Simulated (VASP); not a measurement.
## Mg5O6: single point with PBE

The system is Mg5O6, a slab with vacuum.

```
CELL_PARAMETERS angstrom
3.00792 0.00000 0.00000
-1.50396 2.60494 0.00000
0.00000 0.00000 27.27980
ATOMIC_POSITIONS crystal
O 0.33333 0.66667 0.27493
O 0.00000 0.00000 0.36496
O 0.66667 0.33333 0.45499
O 0.33333 0.66667 0.54501
O 0.00000 0.00000 0.63504
O 0.66667 0.33333 0.72507
Mg 0.66667 0.33333 0.31994
Mg 0.33333 0.66667 0.40997
Mg 0.00000 0.00000 0.50000
Mg 0.66667 0.33333 0.59003
Mg 0.33333 0.66667 0.68006
```

```json
{"Program": "VASP 6.6.1", "Task": "single point", "Functional": "PBE", "Potentials or basis": "VASP PAW PBE potentials, release 64 (O, Mg)", "Cutoff": "520 eV", "k mesh": "9 × 9 × 1", "Occupations": "gaussian, width 0.05 eV", "Spin": "no spin polarisation", "Dipole correction": "yes", "Further INCAR settings": "ALGO = Normal; EDIFF = 1e-06; NBANDS = 34"}
```

```json
{
  "Largest force": "1.091 eV/Å",
  "Band gap on the k mesh": "zero (band 23 reaches -3.19 eV, above the bottom of band 24 at -3.67 eV)"
}
```

Forces in eV/Å, atoms in the order of the input:
```
O    0.000  0.000  0.868
O    0.000  0.000  0.318
O    0.000  0.000  0.046
O    0.000  0.000 -0.046
O    0.000  0.000 -0.318
O    0.000  0.000 -0.868
Mg   0.000  0.000 -1.091
Mg   0.000  0.000 -0.105
Mg   0.000  0.000  0.000
Mg   0.000  0.000  0.105
Mg   0.000  0.000  1.091
```

Levels at points of the mesh, in eV from the Fermi level:
```tsv
k point	band 21	band 22	band 23	band 24	band 25	band 26	band 27	band 28
(0.00, 0.00, 0.00)	0.41	0.41	0.41	0.41	4.49	5.54	6.54	7.12
```

Wall time 2.4 min on 1 thread of Intel(R) Xeon(R) Platinum 8488C (Sapphire Rapids), on a shared host, peak memory 0.36 GiB.
